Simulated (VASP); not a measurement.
# Ga2BAs3 (P6_3/mmc) in VASP: further runs, part 2 of 2

VASP 6.6.1. Earlier steps stand in the parts before.

## 3. Single point, PBE

This run uses another cell than the first one, of 19.42 Å³/atom.

INCAR reads:

```
  PREC = Accurate
  ENCUT = 520
  EDIFF = 1E-6
  ISMEAR = 0
  SIGMA = 0.1
  LREAL = F
  LASPH = T
  NELM = 80
  ALGO = Normal
  ISIF = 2
  LWAVE = F
  LCHARG = T
  GGA = PE
  LELF = T
  LVHAR = T
  NBANDS = 56
```

KPOINTS reads:

```
regular mesh
0
Gamma
  6 6 2
```

POSCAR reads:

```
Ga2BAs3
1.0
    5.5609200766     -0.0000000029      0.0000000000
   -2.7804600358      4.8158980562      0.0000000000
    0.0000000000      0.0000000000      8.7013491471
Ga B As
4 2 6
Direct
    0.3333333333      0.6666666667     -0.0376978441
    0.6666666667      0.3333333333      0.4623021559
    0.3333333333      0.6666666667      0.5376978441
    0.6666666667      0.3333333333      1.0376978441
    0.0000000000      0.0000000000      0.0000000000
    0.0000000000      0.0000000000      0.5000000000
    0.1524137394      0.3048274787      0.2500000000
    0.8475862606      0.1524137394      0.7500000000
    0.6951725213      0.8475862606      0.2500000000
    0.8475862606      0.6951725213      0.7500000000
    0.1524137394      0.8475862606      0.2500000000
    0.3048274787      0.1524137394      0.7500000000
```

Potentials or basis: VASP PAW PBE potentials, release 64 (Ga_d, B, As).

The run is started by

```bash
$ cat potpaw_PBE.64/Ga_d/POTCAR potpaw_PBE.64/B/POTCAR potpaw_PBE.64/As/POTCAR > POTCAR
$ mpirun -np 1 vasp_std > vasp.out
```

OUTCAR:

```text
PREC = Accurate
   ENCUT = 520
   EDIFF = 1E-6
   ISMEAR = 0
   LREAL = F
   LASPH = T
   NELM = 80
   ISIF = 2
   GGA = PE

 ion  position               nearest neighbor table
   1  0.333  0.667  0.962-
   2  0.667  0.333  0.462-
   3  0.333  0.667  0.538-
   4  0.667  0.333  0.038-
   5  0.000  0.000  0.000-
   6  0.000  0.000  0.500-
   7  0.152  0.305  0.250-   9 2.54  11 2.54
   8  0.848  0.152  0.750-  12 2.54  10 2.54
   9  0.695  0.848  0.250-   7 2.54  11 2.54
  10  0.848  0.695  0.750-  12 2.54   8 2.54
  11  0.152  0.848  0.250-   9 2.54   7 2.54
  12  0.305  0.152  0.750-  10 2.54   8 2.54

  LATTYP: Found a hexagonal cell.
 ALAT       =     5.5609200766
 C/A-ratio  =     1.5647319198

  Lattice vectors:

 A1 = (   5.5609200766,  -0.0000000029,   0.0000000000)
 A2 = (  -2.7804600358,   4.8158980562,   0.0000000000)
 A3 = (   0.0000000000,   0.0000000000,   8.7013491471)

Analysis of symmetry for initial positions (statically):
=====================================================================
 Subroutine PRICEL returns:
 Original cell was already a primitive cell.

 Routine SETGRP: Setting up the symmetry group for a
 hexagonal supercell.

 Subroutine GETGRP returns: Found 24 space group operations
 (whereof 12 operations were pure point group operations)
 out of a pool of 24 trial point group operations.

The static configuration has the point symmetry D_3d.
 The point group associated with its full space group is D_6h.

Analysis of symmetry for dynamics (positions and initial velocities):
=====================================================================
[... 144 lines left out ...]
   LORBIT       =      0    0 simple, 1 ext, 2 COOP (PROOUT), +10 PAW based schemes
   GGA     = PE    functional components
   LHFCALC =     F    Hartree Fock is set to
   AEXX    =    0.0000 exact exchange contribution
   IVDW    =     0    specifies the selected vdW correction
   LEPSILON=     F    determine dielectric tensor
   LRPA    =     F    only Hartree local field effects (RPA)
 non-spin polarized calculation
 Gauss-broadening in eV      SIGMA  =   0.10
  energy-cutoff  :      520.00
  volume of cell :      233.03
 maximum number of plane-waves:      6308
 NGX is ok and might be reduce to    42
   NGX = 21   NGY = 21   NGZ = 33

 number of electron      88.0000000 magnetization

 Free energy of the ion-electron system (eV)
  ---------------------------------------------------
  ext. energy  EPLUGINS =         0.00000000
  ---------------------------------------------------
  free energy    TOTEN  =       -44.84984028 eV

  energy without entropy =      -44.84175171  energy(sigma->0) =      -44.84579599

 E-fermi :   4.9338     XC(G=0): -10.3004

 val. band max:        4.8661398359   @ k =   0.5000   0.0000   0.0000
 cond. band min:       4.9653423465   @ k =   0.3333   0.3333   0.5000
 fundamental gap:      0.0992025106
 Fermi energy:         4.9337626366

 k-point     1 :       0.0000    0.0000    0.0000
  band No.  band energies     occupation
      1      -9.8781      2.00000
      2      -9.8781      2.00000
      3      -9.8771      2.00000
      4      -9.8771      2.00000
      5      -9.8767      2.00000
      6      -9.8721      2.00000
[... 815 lines left out ...]
     55       7.8539      0.00000
     56       7.8539      0.00000

------------------------ aborting loop because EDIFF is reached ----------------------------------------

  FORCE on cell =-STRESS in cart. coord.  units (eV):
  Direction    XX          YY          ZZ          XY          YZ          ZX
  --------------------------------------------------------------------------------------
  -------------------------------------------------------------------------------------
  Total        0.1726703      0.1726703      0.0762221     -0.0000000      0.0000000     -0.0000000
  in kB        1.1871833      1.1871833      0.5240598     -0.0000000      0.0000000     -0.0000000
  external PRESSURE =       0.9661421 kB  Pullay stress =       0.0000000 kB

 VOLUME and BASIS-vectors are now :
 -----------------------------------------------------------------------------
  energy-cutoff  :      520.00
  volume of cell :      233.03
      direct lattice vectors                 reciprocal lattice vectors
     5.560920077 -0.000000003  0.000000000     0.179826357  0.103822796  0.000000000
    -2.780460036  4.815898056  0.000000000     0.000000000  0.207645591  0.000000000
     0.000000000  0.000000000  8.701349147     0.000000000  0.000000000  0.114924707

 POSITION                                       TOTAL-FORCE (eV/Angst)
 -----------------------------------------------------------------------------------
      0.00000      3.21060      8.37333         0.000000      0.000000      0.009320
      2.78046      1.60530      4.02265         0.000000      0.000000      0.009320
      0.00000      3.21060      4.67870         0.000000      0.000000     -0.009320
      2.78046      1.60530      0.32802         0.000000      0.000000     -0.009320
      0.00000      0.00000      0.00000         0.000000      0.000000     -0.000000
      0.00000      0.00000      4.35067         0.000000      0.000000     -0.000000
      0.00000      1.46802      2.17534         0.000000      0.060686     -0.000000
      4.28958      0.73401      6.52601        -0.052555      0.030343     -0.000000
      1.50912      4.08189      2.17534        -0.052555     -0.030343     -0.000000
      2.78046      3.34788      6.52601        -0.000000     -0.060686     -0.000000
     -1.50912      4.08189      2.17534         0.052555     -0.030343     -0.000000
      1.27134      0.73401      6.52601         0.052555      0.030343     -0.000000
 -----------------------------------------------------------------------------------
    total drift:                                0.000000      0.000000      0.000000

  FREE ENERGIE OF THE ION-ELECTRON SYSTEM (eV)
  ---------------------------------------------------
  free  energy   TOTEN  =       -44.8498402800 eV

  energy  without entropy=      -44.8417517051  energy(sigma->0) =      -44.84579599
```

OSZICAR:

```text
N       E                     dE             d eps       ncg     rms          rms(c)
DAV:   1     0.786989809020E+03    0.78699E+03   -0.37960E+04  1736   0.207E+03
DAV:   2     0.937847005262E+02   -0.69321E+03   -0.66634E+03  1688   0.609E+02
DAV:   3    -0.341568032021E+02   -0.12794E+03   -0.12160E+03  1784   0.169E+02
DAV:   4    -0.452042772698E+02   -0.11047E+02   -0.10712E+02  2080   0.454E+01
DAV:   5    -0.455104094536E+02   -0.30613E+00   -0.30399E+00  1904   0.808E+00    0.606E+00
DAV:   6    -0.448663817966E+02    0.64403E+00   -0.22141E+00  2072   0.820E+00    0.326E+00
DAV:   7    -0.448567500909E+02    0.96317E-02   -0.36202E-01  1896   0.195E+00    0.156E+00
DAV:   8    -0.448513781341E+02    0.53720E-02   -0.54347E-02  2008   0.103E+00    0.240E-01
DAV:   9    -0.448498748166E+02    0.15033E-02   -0.12522E-02  1984   0.367E-01    0.826E-02
DAV:  10    -0.448498372410E+02    0.37576E-04   -0.18178E-03  1904   0.163E-01    0.404E-02
DAV:  11    -0.448498382389E+02   -0.99784E-06   -0.26428E-04  2072   0.815E-02    0.193E-02
DAV:  12    -0.448498403882E+02   -0.21493E-05   -0.38385E-05  2000   0.352E-02    0.499E-03
DAV:  13    -0.448498402800E+02    0.10813E-06   -0.64245E-06  1816   0.113E-02
   1 F= -.44849840E+02 E0= -.44845796E+02  d E =-.808857E-02
```

stdout:

```text
POSCAR found type information on POSCAR GaB As
 POSCAR found :  3 types and      12 ions
 scaLAPACK will be used
 LDA part: xc-table for (Slater+PW92), standard interpolation
 POSCAR, INCAR and KPOINTS ok, starting setup
 FFT: planning ... GRIDC
 FFT: planning ... GRID_SOFT
 FFT: planning ... GRID
 WAVECAR not read
 entering main loop
```

Run time: 2 min. Hardware: 1 thread of AMD EPYC 9R45 (Zen 5), shared host; peak memory 0.4 GiB.

Results:

```
Free energy            : -44.8498 eV
Pressure               : 0.1 GPa
Largest force          : 0.061 eV/Å
Band gap on the k mesh : zero (bands 44 and 45 overlap by 1.33 eV)
```

Forces on the atoms (eV/Å):
```
Ga   0.000  0.000  0.009
Ga   0.000  0.000  0.009
Ga   0.000  0.000 -0.009
Ga   0.000  0.000 -0.009
B    0.000  0.000  0.000
B    0.000  0.000  0.000
As   0.000  0.061  0.000
As  -0.053  0.030  0.000
As  -0.053 -0.030  0.000
As   0.000 -0.061  0.000
As   0.053 -0.030  0.000
As   0.053  0.030  0.000
```

Caveat: the k points lie up to 0.36 Å⁻¹ apart, too coarse for converged energies and pressures of a metal.

## 4. Relaxation of cell and atoms, PBE

INCAR reads:

```
SYSTEM = Ga2BAs3
  ALGO = Normal
  EDIFF = 1E-6
  EDIFFG = -0.04
  ENCUT = 600
  GGA = PE
  IBRION = 2
  ISIF = 3
  ISMEAR = 0
  LASPH = .TRUE.
  LCHARG = .FALSE.
  LREAL = .FALSE.
  LWAVE = .FALSE.
  NELM = 80
  NSW = 90
  PREC = Accurate
  SIGMA = 0.1
```

KPOINTS reads:

```
k-points
0
G
  6 6 2
  0 0 0
```

POSCAR reads:

```
Ga2BAs3
1.0
    5.5246341100      0.0000000000      0.0000000000
   -2.7623170500      4.7844734900      0.0000000000
    0.0000000000      0.0000000000      8.8371798800
Ga B As
4 2 6
Direct
    0.3333333300      0.6666666700      0.0625000000
    0.6666666700      0.3333333300      0.5625000000
    0.3333333300      0.6666666700      0.4375000000
    0.6666666700      0.3333333300      0.9375000000
    0.0000000000      0.0000000000      0.0000000000
    0.0000000000      0.0000000000      0.5000000000
    0.1666699900      0.3333399900      0.2500000000
    0.8333300100      0.1666699900      0.7500000000
    0.6666600100      0.8333300100      0.2500000000
    0.8333300100      0.6666600100      0.7500000000
    0.1666699900      0.8333300100      0.2500000000
    0.3333399900      0.1666699900      0.7500000000
```

The run is started by

```bash
$ cat potpaw_PBE.64/Ga_d/POTCAR potpaw_PBE.64/B/POTCAR potpaw_PBE.64/As/POTCAR > POTCAR
$ mpirun -np 1 vasp_std > vasp.out
```

Wall time 33 min (1 thread of AMD EPYC 9R45 (Zen 5), shared host); peak memory 0.53 GiB.

The run converged. Its results:

```
Free energy                           : -44.8515 eV
Relaxed volume                        : 19.33 Å³/atom
Relaxed cell                          : a = 5.550 Å, b = 5.550 Å, c = 8.695 Å, α = 90.00°, β = 90.00°, γ = 120.00°
Space group after relaxing (to 0.1 Å) : P6_3/mmc (No. 194)
Energy gained by relaxing             : 543.8 meV/atom
Ionic steps                           : 20
Pressure after relaxing               : 0.0 GPa
Largest force after relaxing          : 0.015 eV/Å
Band gap on the k mesh                : zero (bands 44 and 45 overlap by 1.31 eV)
```

Forces in eV/Å, atoms in the order of the input:
```
Ga   0.000  0.000  0.014
Ga   0.000  0.000  0.014
Ga   0.000  0.000 -0.014
Ga   0.000  0.000 -0.014
B    0.000  0.000  0.000
B    0.000  0.000  0.000
As   0.000  0.015  0.000
As  -0.013  0.007  0.000
As  -0.013 -0.007  0.000
As   0.000 -0.015  0.000
As   0.013 -0.007  0.000
As   0.013  0.007  0.000
```

The path:
| step | energy change (eV) | largest force (eV/Å) | pressure (GPa) | volume (Å³) |
| --- | --- | --- | --- | --- |
| 1 | 0.0000 | 5.3433 | 16.51 | 233.59 |
| 2 | -4.5608 | 0.7918 | -5.39 | 307.92 |
| 3 | -4.9035 | 0.9035 | -3.16 | 281.67 |
| 4 | -5.4033 | 0.7641 | -0.88 | 267.19 |
| 5 | -5.5002 | 0.8579 | 1.28 | 258.34 |
| 6 | -5.7850 | 0.7323 | 1.42 | 256.32 |
| 7 | -6.0156 | 0.7007 | 2.73 | 250.55 |
| 8 | -6.1575 | 0.1800 | -2.14 | 266.61 |
| 9 | -6.1877 | 0.2529 | -0.77 | 261.43 |
| 10 | -6.2392 | 0.2290 | -0.56 | 258.85 |
| 11 | -6.3701 | 0.1525 | -0.02 | 251.14 |
| 12 | -6.4288 | 0.6614 | 1.64 | 235.88 |
| 13 | -6.4435 | 0.4672 | 1.01 | 240.63 |
| 14 | -6.4719 | 0.3389 | 0.52 | 240.41 |
| 15 | -6.5052 | 0.0430 | -0.69 | 239.72 |
| 16 | -6.5125 | 0.0451 | -0.50 | 237.98 |
| 17 | -6.5249 | 0.0544 | 0.02 | 232.80 |
| 18 | -6.5249 | 0.0542 | 0.22 | 231.51 |
| 19 | -6.5251 | 0.0540 | 0.16 | 231.98 |
| 20 | -6.5259 | 0.0147 | 0.02 | 231.98 |

Final structure:
```cif
data_structure
_symmetry_space_group_name_H-M 'P 1'
_symmetry_Int_Tables_number 1
_cell_length_a 5.5505
_cell_length_b 5.5505
_cell_length_c 8.6947
_cell_angle_alpha 90.000
_cell_angle_beta 90.000
_cell_angle_gamma 120.000
_cell_volume 231.98
loop_
_atom_site_label
_atom_site_type_symbol
_atom_site_fract_x
_atom_site_fract_y
_atom_site_fract_z
_atom_site_occupancy
Ga1 Ga 0.33333 0.66667 0.96076 1
Ga2 Ga 0.66667 0.33333 0.46076 1
Ga3 Ga 0.33333 0.66667 0.53924 1
Ga4 Ga 0.66667 0.33333 0.03924 1
B1 B 0.00000 0.00000 0.00000 1
B2 B 0.00000 0.00000 0.50000 1
As1 As 0.15350 0.30701 0.25000 1
As2 As 0.84650 0.15350 0.75000 1
As3 As 0.69299 0.84650 0.25000 1
As4 As 0.84650 0.69299 0.75000 1
As5 As 0.15350 0.84650 0.25000 1
As6 As 0.30701 0.15350 0.75000 1
```

Levels at points of the mesh, in eV from the Fermi level:
```tsv
k point	band 40	band 41	band 42	band 43	band 44	band 45	band 46	band 47	band 48	band 49
(0.00, 0.00, 0.00)	-2.85	-2.40	-1.24	-1.24	1.09	1.09	1.18	1.32	1.44	1.44
(0.50, 0.00, 0.00)	-1.63	-1.11	-0.85	-0.52	-0.22	-0.12	-0.07	0.07	0.65	1.56
(0.00, 0.00, 0.50)	-1.77	-1.77	-1.77	-1.20	-1.20	0.51	0.51	0.51	0.51	0.70
(0.50, 0.00, 0.50)	-1.48	-1.32	-1.32	-0.40	-0.40	-0.20	-0.20	1.33	1.33	2.18
```

## 5. Overview

| task | cell | cutoff (eV) | gap on the mesh (eV) | pressure (GPa) | largest force (eV/Å) |
| --- | --- | --- | --- | --- | --- |
| single point | a = 5.525, b = 5.525, c = 8.837 Å, angles 90.0, 90.0, 120.0°, 12 atoms, atomic positions A | 520 | none | 16.5 | 5.34 |
| single point | a = 5.561, b = 5.561, c = 8.701 Å, angles 90.0, 90.0, 120.0°, 12 atoms, atomic positions B | 520 | none | 0.1 | 0.06 |
| relaxation of cell and atoms | relaxed from a = 5.525, b = 5.525, c = 8.837 Å, angles 90.0, 90.0, 120.0°, 12 atoms, atomic positions A | 600 | none | 0.0 | 0.01 |

Alike in all rows: level PBE; potentials or basis VASP PAW PBE potentials, release 64 (Ga_d, B, As); no spin polarisation; k mesh 6 × 6 × 2; smearing gaussian 0.1 eV.

Caveats: some runs use coarse meshes; the cell stands under pressure (at least some runs); forces of over 1 eV/Å act on the atoms, so gaps and moduli don't describe the material at rest (at least some runs).

Total energies depend on the potentials used, so only differences within one code and one set of settings carry meaning.
